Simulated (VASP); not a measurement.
# SnO2 (P4_2/mnm) in VASP: single point with r2SCAN

Aim: the single point of SnO2 with r2SCAN.

Everything below comes from runs of VASP 6.6.1. Logs are shortened: lines on timing, memory, paths and dates and some standing lists are left out, and cuts for length are marked.

## Step 1: The cell of the first run

Symmetry: P4_2/mnm, No. 136, tetragonal system. Conventional cell: a = 4.737 Å, b = 4.737 Å, c = 3.186 Å, α = 90.00°, β = 90.00°, γ = 90.00°. Within 2.7 Å of Sn (site symmetry mmm) lie 6 O at 2.05 to 2.06 Å. O (site symmetry m2m) has 3 Sn at 2.05 to 2.06 Å and 1 O at 2.60 Å within 2.7 Å.

## Step 2: Single point, r2SCAN

Contents of POSCAR:

```
SnO2
1.0
    4.7373500000      0.0000000000      0.0000000000
    0.0000000000      4.7373500000      0.0000000000
    0.0000000000      0.0000000000      3.1864000000
Sn O
2 4
Direct
    0.0000000000      0.0000000000      0.0000000000
    0.5000000000      0.5000000000      0.5000000000
    0.3056200000      0.3056200000      0.0000000000
    0.1943800000      0.8056200000      0.5000000000
    0.6943800000      0.6943800000      0.0000000000
    0.8056200000      0.1943800000      0.5000000000
```

Contents of INCAR.step1:

```
PREC = Accurate ; ENCUT = 520
ISMEAR = 0 ; SIGMA = 0.05
LREAL = False ; LASPH = True
NELM = 80 ; NBANDS = 35
GGA = PE ; ALGO = Normal
EDIFF = 1E-4 ; LWAVE = True
LCHARG = False
```

Contents of INCAR.step2:

```
PREC = Accurate ; ENCUT = 520
EDIFF = 1E-7 ; ISMEAR = 0
SIGMA = 0.05 ; LREAL = False
LASPH = True ; NELM = 80
ALGO = Normal ; ISIF = 2
LWAVE = False ; LCHARG = False
METAGGA = R2SCAN ; LMIXTAU = True
NBANDS = 35 ; ISTART = 1
```

Contents of KPOINTS:

```
Automatic mesh
0
Gamma
  6 6 8
```

Potentials or basis: VASP PAW PBE potentials, release 64 (Sn_d, O).

Launch:

```
> cat potpaw_PBE.64/Sn_d/POTCAR potpaw_PBE.64/O/POTCAR > POTCAR
> cp INCAR.step1 INCAR
> mpirun -np 1 vasp_std > vasp.out
> cp INCAR.step2 INCAR
> mpirun -np 1 vasp_std > vasp.out
```

OUTCAR:

```text
PREC = Accurate
   ENCUT = 520
   EDIFF = 1E-7
   ISMEAR = 0
   LREAL = False
   LASPH = True
   NELM = 80
   ISIF = 2
   METAGGA = R2SCAN
   ISTART = 1

 ion  position               nearest neighbor table
   1  0.000  0.000  0.000-   3 2.05   5 2.05   4 2.06   6 2.06   4 2.06   6 2.06   2 3.71   2 3.71
                             2 3.71   2 3.71   2 3.71   2 3.71   2 3.71   2 3.71
   2  0.500  0.500  0.500-   4 2.05   6 2.05   5 2.06   3 2.06   3 2.06   5 2.06   1 3.71   1 3.71
                             1 3.71   1 3.71   1 3.71   1 3.71   1 3.71   1 3.71
   3  0.306  0.306  0.000-   1 2.05   2 2.06   2 2.06
   4  0.194  0.806  0.500-   2 2.05   1 2.06   1 2.06
   5  0.694  0.694  0.000-   1 2.05   2 2.06   2 2.06
   6  0.806  0.194  0.500-   2 2.05   1 2.06   1 2.06

  LATTYP: Found a simple tetragonal cell.
 ALAT       =     4.7373500000
 C/A-ratio  =     0.6726123255

  Lattice vectors:

 A1 = (   4.7373500000,   0.0000000000,   0.0000000000)
 A2 = (   0.0000000000,   4.7373500000,   0.0000000000)
 A3 = (   0.0000000000,   0.0000000000,   3.1864000000)

Analysis of symmetry for initial positions (statically):
=====================================================================
 Subroutine PRICEL returns:
 Original cell was already a primitive cell.

 Routine SETGRP: Setting up the symmetry group for a
 simple tetragonal supercell.

 Subroutine GETGRP returns: Found 16 space group operations
 (whereof  8 operations were pure point group operations)
 out of a pool of 16 trial point group operations.

The static configuration has the point symmetry D_2h.
 The point group associated with its full space group is D_4h.

Analysis of symmetry for dynamics (positions and initial velocities):
=====================================================================
 Subroutine PRICEL returns:
 Original cell was already a primitive cell.

 Routine SETGRP: Setting up the symmetry group for a
 simple tetragonal supercell.

 Subroutine GETGRP returns: Found 16 space group operations
 (whereof  8 operations were pure point group operations)
 out of a pool of 16 trial point group operations.

The dynamic configuration has the point symmetry D_2h.
 The point group associated with its full space group is D_4h.

 Subroutine INISYM returns: Found 16 space group operations
 (whereof  8 operations are pure point group operations),
 and found     1 'primitive' translations

----------------------------------------------------------------------------------------

                                     Primitive cell

  volume of cell :      71.5107

  direct lattice vectors                    reciprocal lattice vectors
     4.737350000  0.000000000  0.000000000     0.211088478  0.000000000  0.000000000
     0.000000000  4.737350000  0.000000000     0.000000000  0.211088478  0.000000000
     0.000000000  0.000000000  3.186400000     0.000000000  0.000000000  0.313833794

  length of vectors
     4.737350000  4.737350000  3.186400000     0.211088478  0.211088478  0.313833794

  position of ions in fractional coordinates (direct lattice)
     0.000000000  0.000000000  0.000000000
     0.500000000  0.500000000  0.500000000
     0.305620000  0.305620000  0.000000000
     0.194380000  0.805620000  0.500000000
     0.694380000  0.694380000  0.000000000
     0.805620000  0.194380000  0.500000000

  ion indices of the primitive-cell ions
   primitive index   ion index
                 1           1
                 2           2
                 3           3
                 4           4
                 5           5
                 6           6

----------------------------------------------------------------------------------------

 KPOINTS: Automatic mesh

Automatic generation of k-mesh.
 Grid dimensions read from file:
 generate k-points for:    6    6    8

 Generating k-lattice:

  Cartesian coordinates                     Fractional coordinates (reciprocal lattice)
     0.035181413  0.000000000  0.000000000     0.166666667  0.000000000  0.000000000
     0.000000000  0.035181413  0.000000000     0.000000000  0.166666667  0.000000000
     0.000000000  0.000000000  0.039229224     0.000000000  0.000000000  0.125000000

  Length of vectors
     0.035181413  0.035181413  0.039229224

  Shift w.r.t. Gamma in fractional coordinates (k-lattice)
     0.000000000  0.000000000  0.000000000

 Subroutine IBZKPT returns following result:
 ===========================================

 Found     50 irreducible k-points:

 Following reciprocal coordinates:
            Coordinates               Weight
  0.000000  0.000000  0.000000      1.000000
  0.166667  0.000000  0.000000      4.000000
  0.333333  0.000000  0.000000      4.000000
  0.500000  0.000000  0.000000      2.000000
  0.166667  0.166667  0.000000      4.000000
  0.333333  0.166667  0.000000      8.000000
[... 16 lines left out ...]
  0.333333  0.000000  0.250000      8.000000
  0.500000  0.000000  0.250000      4.000000
 [... further k-points ...]
   k-points           NKPTS =     50   k-points in BZ     NKDIM =     50   number of bands    NBANDS=     35
   number of dos      NEDOS =    301   number of ions     NIONS =      6
   total plane-waves  NPLWV =  31104
   dimension x,y,z NGX =    36 NGY =   36 NGZ =   24
   dimension x,y,z NGXF=    72 NGYF=   72 NGZF=   48
   ions per type =               2   4
   NGX,Y,Z   is equivalent  to a cutoff of  12.63, 12.63, 12.52 a.u.
   NGXF,Y,Z  is equivalent  to a cutoff of  25.27, 25.27, 25.04 a.u.
 SYSTEM =  unknown system
   PREC   = accura    normal or accurate (medium, high low for compatibility)
   ISTART =      1    job   : 0-new  1-cont  2-samecut
   ICHARG =      0    charge: 1-file 2-atom 10-const
   ISPIN  =      1    spin polarized calculation?
   LNONCOLLINEAR =      F non collinear calculations
   LSORBIT =      F    spin-orbit coupling
   LASPH  =      T    aspherical Exc in radial PAW
   ENCUT  =  520.0 eV  38.22 Ry    6.18 a.u.   8.81  8.81  5.92*2*pi/ulx,y,z
   NELM   =     80;   NELMIN=  2; NELMDL=  0     # of ELM steps
   EDIFF  = 0.1E-06   stopping-criterion for ELM
   LREAL  =      F    real-space projection
   EDIFFG = 0.1E-05   stopping-criterion for IOM
   NSW    =      0    number of steps for IOM
   IBRION =     -1    ionic relax: 0-MD 1-quasi-New 2-CG
   NFREE  =      0    steps in history (QN), initial steepest desc. (CG)
   ISIF   =      2    stress and relaxation
   ISYM   =      2    0-nonsym 1-usesym 2-fastsym
   POTIM  = 0.5000    time-step for ionic-motion
   TEBEG  =    0.0;   TEEND  =   0.0 temperature during run
   PSTRESS=    0.0 pullay stress
   NELECT =      52.0000    total number of electrons
   NUPDOWN=      -1.0000    fix difference up-down
   EMIN   =  10.00;   EMAX   =-10.00  energy-range for DOS
   EFERMI =   0.00;   METHOD = LEGACY
   ISMEAR =     0;   SIGMA  =   0.05  broadening in eV -4-tet -1-fermi 0-gaus
   EFERMI_NEDOS =   21; number of points for ismear=-14 and -15
   IALGO  =     38    algorithm
   IMIX   =      4    mixing-type and parameters
     AMIX     =   0.40;   BMIX     =  1.00
     AMIX_MAG =   1.60;   BMIX_MAG =  1.00
  volume/ion in A,a.u.               =      11.92        80.43
  Fermi-wavevector in a.u.,A,eV,Ry     =   1.472150  2.781961 29.486913  2.167227
  Thomas-Fermi vector in A             =   2.587200
   LORBIT       =      0    0 simple, 1 ext, 2 COOP (PROOUT), +10 PAW based schemes
   METAGGA = R2SCAN    functional components
   LHFCALC =     F    Hartree Fock is set to
   AEXX    =    0.0000 exact exchange contribution
   IVDW    =     0    specifies the selected vdW correction
   LEPSILON=     F    determine dielectric tensor
   LRPA    =     F    only Hartree local field effects (RPA)
 non-spin polarized calculation
 Gauss-broadening in eV      SIGMA  =   0.05
  energy-cutoff  :      520.00
  volume of cell :       71.51
 maximum number of plane-waves:      1992
 NGX is ok and might be reduce to    36
   NGX = 17   NGY = 17   NGZ = 11

 number of electron      51.9999990 magnetization

 Free energy of the ion-electron system (eV)
  ---------------------------------------------------
  ext. energy  EPLUGINS =         0.00000000
  ---------------------------------------------------
  free energy    TOTEN  =       -84.61134617 eV

  energy without entropy =      -84.61134617  energy(sigma->0) =      -84.61134617

 E-fermi :   5.9440     XC(G=0): -12.0504

 val. band max:        5.7212923084   @ k =   0.0000   0.0000   0.0000
 cond. band min:       7.6798141035   @ k =   0.0000   0.0000   0.0000
 fundamental gap:      1.9585217951
 Fermi energy:         5.9439950985

 k-point     1 :       0.0000    0.0000    0.0000
  band No.  band energies     occupation
      1     -16.0445      2.00000
      2     -15.0976      2.00000
      3     -14.7668      2.00000
      4     -14.7668      2.00000
      5     -14.7434      2.00000
      6     -14.7195      2.00000
[... 27 lines left out ...]
     34      19.0119      0.00000
     35      19.2790      0.00000

 k-point     2 :       0.1667    0.0000    0.0000
  band No.  band energies     occupation
      1     -15.9957      2.00000
      2     -15.1558      2.00000
      3     -14.7650      2.00000
      4     -14.7650      2.00000
      5     -14.7631      2.00000
      6     -14.7459      2.00000
[... 27 lines left out ...]
     34      18.9567      0.00000
     35      19.2253      0.00000

 k-point     3 :       0.3333    0.0000    0.0000
  band No.  band energies     occupation
      1     -15.8528      2.00000
      2     -15.3633      2.00000
      3     -14.7854      2.00000
      4     -14.7615      2.00000
      5     -14.7613      2.00000
      6     -14.7543      2.00000
[... 27 lines left out ...]
     34      18.8835      0.00000
     35      19.1506      0.00000

 k-point     4 :       0.5000    0.0000    0.0000
  band No.  band energies     occupation
      1     -15.6290      2.00000
      2     -15.6290      2.00000
      3     -14.7697      2.00000
      4     -14.7697      2.00000
      5     -14.7596      2.00000
      6     -14.7596      2.00000
[... 27 lines left out ...]
     34      19.0146      0.00000
     35      19.4603      0.00000

 k-point     5 :       0.1667    0.1667    0.0000
  band No.  band energies     occupation
      1     -15.9592      2.00000
      2     -15.2312      2.00000
      3     -14.7840      2.00000
      4     -14.7674      2.00000
      5     -14.7611      2.00000
      6     -14.7371      2.00000
[... 638 lines left out ...]
 k-point    22 :       0.1667    0.0000    0.2500
  band No.  band energies     occupation
      1     -15.7554      2.00000
      2     -15.4284      2.00000
      3     -15.2927      2.00000
      4     -14.8182      2.00000
      5     -14.6776      2.00000
      6     -14.6368      2.00000
[... 27 lines left out ...]
     34      18.7581      0.00000
     35      19.0189      0.00000

 k-point    23 :       0.3333    0.0000    0.2500
  band No.  band energies     occupation
      1     -15.7376      2.00000
      2     -15.5690      2.00000
      3     -15.1652      2.00000
      4     -14.8663      2.00000
      5     -14.6417      2.00000
      6     -14.6339      2.00000
[... 27 lines left out ...]
     34      18.8848      0.00000
     35      19.1052      0.00000

 k-point    24 :       0.5000    0.0000    0.2500
  band No.  band energies     occupation
      1     -15.6778      2.00000
      2     -15.6778      2.00000
      3     -15.0053      2.00000
      4     -15.0053      2.00000
      5     -14.6318      2.00000
      6     -14.6318      2.00000
[... 27 lines left out ...]
     34      19.0562      0.00000
     35      19.4111      0.00000

 [... further k-points ...]
[... 5 lines left out ...]
  --------------------------------------------------------------------------------------
  -------------------------------------------------------------------------------------
  Total        1.7014015      1.7014015      2.2493986      0.0000000      0.0000000      0.0000000
  in kB       38.1194080     38.1194080     50.3971256      0.0000000      0.0000000      0.0000000
  external PRESSURE =      42.2119805 kB  Pullay stress =       0.0000000 kB

 VOLUME and BASIS-vectors are now :
 -----------------------------------------------------------------------------
  energy-cutoff  :      520.00
  volume of cell :       71.51
      direct lattice vectors                 reciprocal lattice vectors
     4.737350000  0.000000000  0.000000000     0.211088478  0.000000000  0.000000000
     0.000000000  4.737350000  0.000000000     0.000000000  0.211088478  0.000000000
     0.000000000  0.000000000  3.186400000     0.000000000  0.000000000  0.313833794

 POSITION                                       TOTAL-FORCE (eV/Angst)
 -----------------------------------------------------------------------------------
      0.00000      0.00000      0.00000         0.000000     -0.000000      0.000000
      2.36868      2.36868      1.59320         0.000000     -0.000000      0.000000
      1.44783      1.44783      0.00000        -0.021262     -0.021262      0.000000
      0.92085      3.81650      1.59320         0.021262     -0.021262      0.000000
      3.28952      3.28952      0.00000         0.021262      0.021262     -0.000000
      3.81650      0.92085      1.59320        -0.021262      0.021262     -0.000000
 -----------------------------------------------------------------------------------
    total drift:                                0.000000      0.000000      0.000000

  FREE ENERGIE OF THE ION-ELECTRON SYSTEM (eV)
  ---------------------------------------------------
  free  energy   TOTEN  =       -84.6113461706 eV

  energy  without entropy=      -84.6113461706  energy(sigma->0) =      -84.61134617
```

It took 4.2 min on 1 thread of Intel Xeon Platinum 8375C at 2.90GHz (Ice Lake), shared host; peak memory 0.24 GiB.

What came out:

```yaml
Free_energy: -84.6113 eV
Pressure: 4.2 GPa
Largest_force: 0.030 eV/Å
Band_gap_on_the_k_mesh: 1.96 eV, direct
```

Forces on the atoms (eV/Å):
```
Sn   0.000  0.000  0.000
Sn   0.000  0.000  0.000
O   -0.021 -0.021  0.000
O    0.021 -0.021  0.000
O    0.021  0.021  0.000
O   -0.021  0.021  0.000
```

Levels at points of the mesh, in eV from the valence-band top:
```csv
k point,band 22,band 23,band 24,band 25,band 26,band 27,band 28,band 29,band 30,band 31
"(0.00, 0.00, 0.00)",-1.21,-1.21,-0.79,-0.79,0.00,1.96,6.96,7.13,7.13,11.17
"(0.50, 0.00, 0.00)",-2.00,-1.17,-1.17,-0.63,-0.63,5.16,5.16,7.90,7.90,12.06
"(0.50, 0.50, 0.00)",-2.00,-1.29,-1.29,-0.94,-0.94,5.62,5.62,8.33,8.33,12.08
"(0.00, 0.00, 0.50)",-2.61,-1.71,-1.71,-1.29,-1.29,7.04,7.04,10.64,10.64,11.67
"(0.50, 0.00, 0.50)",-1.75,-1.13,-1.13,-0.68,-0.68,7.32,7.32,8.98,8.98,12.07
"(0.50, 0.50, 0.50)",-2.34,-0.97,-0.97,-0.87,-0.87,5.66,5.66,9.73,9.73,12.05
```

Caveat: the PAW data sets were made with another functional, which shifts forces and pressure a little; spin-orbit coupling is left out, which moves the levels of the heavy elements.
